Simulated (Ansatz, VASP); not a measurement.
## One calculation of W5C, two programs

File INCAR:

```
  ALGO = Normal
  EDIFF = 1E-6
  EDIFFG = -0.08
  ENCUT = 600
  GGA = PE
  IBRION = 2
  ISIF = 3
  ISMEAR = 0
  LASPH = T
  LCHARG = F
  LREAL = F
  LWAVE = F
  NELM = 80
  NSW = 36
  PREC = Accurate
  SIGMA = 0.2
```

File KPOINTS:

```
k-points
0
Gamma
  6 6 2
```

File POSCAR:

```
W5C
1.0
    2.9200000000      0.0000000000      0.0000000000
   -1.4600000000      2.5287941800      0.0000000000
    0.0000000000      0.0000000000     12.5000000000
W C
5 1
Direct
    0.0000000000      0.0000000000      0.1140000000
    0.0000000000      0.0000000000      0.8860000000
    0.3333333300      0.6666666700      0.6930000000
    0.3333333300      0.6666666700      0.3070000000
    0.6666666700      0.3333333300      0.5000000000
    0.3333333300      0.6666666700      0.0000000000
```

Input for Ansatz:

```yaml
crystal:
  lattice:
    - [2.92, 0.0, 0.0]
    - [-1.46, 2.52879418, 0.0]
    - [0.0, 0.0, 12.5]
  atoms:
    - { symbol: W, position: [0.0, 0.0, 0.114] }
    - { symbol: W, position: [0.0, 0.0, 0.886] }
    - { symbol: W, position: [0.33333333, 0.66666667, 0.693] }
    - { symbol: W, position: [0.33333333, 0.66666667, 0.307] }
    - { symbol: W, position: [0.66666667, 0.33333333, 0.5] }
    - { symbol: C, position: [0.33333333, 0.66666667, 0.0] }
basis:
  ecutwfc: 420
kpoints:
  mp_grid: { grid: [6, 6, 2] }
hamiltonian:
  xc: pbe
scf:
  occupations: { method: gaussian, width: 0.2 }
  lower_state_search: "off"
output:
  forces: true
  stress: true
  eigenvalues: true
relax:
  adjacent_minimum: "off"
  f_tol: 0.08
  max_steps: 16
  cell: { stress_tol: 0.8 }
```

Alike in both runs: task relaxation of cell and atoms; functional PBE; k mesh 6 × 6 × 2; occupations gaussian, width 0.2 eV; no spin polarisation.

|  | VASP | Ansatz |
| --- | --- | --- |
| version | VASP 6.6.1 | Ansatz 0.2.0 |
| potentials or method | VASP PAW PBE potentials, release 64 (W_sv, C), cutoff 600 eV | scalar-relativistic, plane waves, PAW |
| valence electrons in the cell | 74 | 74 |

```csv
,VASP,Ansatz,Ansatz less VASP
"gap on the k mesh at the Fermi level, each at its own relaxed structure (eV)",none,none,-
relaxed volume (Å³/atom),14.67,14.64,-0.027
relaxed cell length with the largest relative difference (Å),12.613,12.604,-0.0091
```

A gap of «none» marks a metal or a gap that the smearing closes.

The k mesh is coarse, so the values compare programs but aren't converged. Neither program's run includes spin-orbit coupling.
